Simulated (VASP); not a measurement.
Here is a VASP 6.6.1 calculation.

Contents of INCAR:

```
  PREC = Accurate
  ENCUT = 520
  EDIFF = 1E-7
  ISMEAR = 0
  SIGMA = 0.15
  LREAL = False
  LASPH = True
  NELM = 80
  ALGO = Normal
  ISIF = 2
  LWAVE = False
  LCHARG = False
  GGA = CA
  NBANDS = 10
```

File KPOINTS:

```
regular mesh
0
Gamma
  22 22 22
```

POSCAR

```
Ir
1.0
    0.0000000000      1.8568178116      2.1669063861
    1.8568178116      0.0000000000      2.1669063861
    1.8568178116      1.8568178116      0.0000000000
Ir
1
Direct
    0.0000000000      0.0000000000      0.0000000000
```

Potentials or basis: VASP PAW LDA potentials, release 64 (Ir).

Run with:

```console
$ cat potpaw_LDA.64/Ir/POTCAR > POTCAR
$ mpirun -np 1 vasp_std > vasp.out
```

What does it give for the band gap on the k mesh?

Zero (an odd number of electrons rules out a gap without spin polarisation).

What does it give for the pressure?

-18.1 GPa.

Stress tensor (GPa, compression positive):
```
 -3.09   0.00   0.00
  0.00  -3.09   0.00
  0.00   0.00 -48.16
```

Caveat: the stress differs along the axes, from -48 to -3 GPa; spin-orbit coupling is left out, which moves the levels of the heavy elements.
